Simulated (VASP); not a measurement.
Runs of VASP 6.6.1 on W. The structure is that of space group Im-3m (No. 229), or close to it. The cells are those of the table. 

```csv
cell,further INCAR settings,gap on the mesh (eV),pressure (GPa)
"a = 2.672, b = 2.672, c = 3.046 Å, angles 55.3, 55.3, 69.5°, 1 atom",ALGO = Fast; EDIFF = 1e-06; NBANDS = 13,none,20.8
"a = 2.656, b = 2.656, c = 3.081 Å, angles 54.6, 54.6, 70.9°, 1 atom",ALGO = Fast; EDIFF = 1e-06; NBANDS = 13,none,(a)
"a = 2.674, b = 2.674, c = 3.152 Å, angles 53.9, 53.9, 72.2°, 1 atom",ALGO = Fast; EDIFF = 1e-07; NBANDS = 13,none,(b)
"a = 2.671, b = 2.671, c = 3.099 Å, angles 54.6, 54.6, 70.9°, 1 atom",ALGO = Fast; EDIFF = 1e-06; NBANDS = 13,none,20.6
"a = 2.657, b = 2.657, c = 3.029 Å, angles 55.3, 55.3, 69.5°, 1 atom",ALGO = Fast; EDIFF = 1e-06; NBANDS = 13,none,28.3
```

Alike in all rows: task single point; level LDA; potentials or basis VASP PAW LDA potentials, release 64 (W_sv); no spin polarisation; k mesh 22 × 22 × 22; cutoff (eV) 520; smearing gaussian 0.15 eV.

Estimate the missing entries.

(a) 28.0; (b) 21.4.

Caveats: spin-orbit coupling is left out, which moves the levels of the heavy elements; the stress differs along the axes, from 12 to 25 GPa (at least some runs); the stress differs along the axes, from 26 to 32 GPa (at least some runs); the stress differs along the axes, from 13 to 38 GPa (at least some runs); the stress differs along the axes, from 19 to 24 GPa (at least some runs); the stress differs along the axes, from 19 to 33 GPa (at least some runs).

A k mesh can miss the band edges, and the runs leave out spin-orbit coupling on W.

A gap of «none» marks levels without a gap at the run's occupations.
